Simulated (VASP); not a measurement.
Here is a VASP 6.6.1 calculation.

INCAR

```
PREC = Accurate ; ENCUT = 520
EDIFF = 1E-6 ; ISMEAR = 0
SIGMA = 0.1 ; LREAL = F
LASPH = T ; NELM = 80
ALGO = Normal ; ISIF = 2
LWAVE = F ; LCHARG = F
GGA = PE ; IVDW = 12
NBANDS = 16
```

The input KPOINTS:

```
regular mesh
0
Gamma
  6 6 4
```

Contents of POSCAR:

```
KP2
1.0
    3.8064032927      0.0000000000      0.0000000000
   -1.9032016464      3.2964419485      0.0000000000
    0.0000000000      0.0000000000      5.5642212329
K P
1 2
Direct
    0.0000000000      0.0000000000      0.0000000000
    0.3333333333      0.6666666667      0.5730192368
    0.6666666667      0.3333333333      0.4269807632
```

Potentials or basis: VASP PAW PBE potentials, release 64 (K_sv, P).

The run is started by

```sh
$ cat potpaw_PBE.64/K_sv/POTCAR potpaw_PBE.64/P/POTCAR > POTCAR
$ mpirun -np 1 vasp_std > vasp.out
```

Predict the pressure.

0.0 GPa.

What does it give for the dispersion energy per atom?

-0.318 eV.

What does it give for the largest force?

0.026 eV/Å.

Forces in eV/Å, atoms in the order of the input:
```
K    0.000  0.000  0.000
P    0.000  0.000 -0.026
P    0.000  0.000  0.026
```

Caveat: an odd number of electrons without spin polarisation forces a metal; a magnetic or distorted state may lie lower.
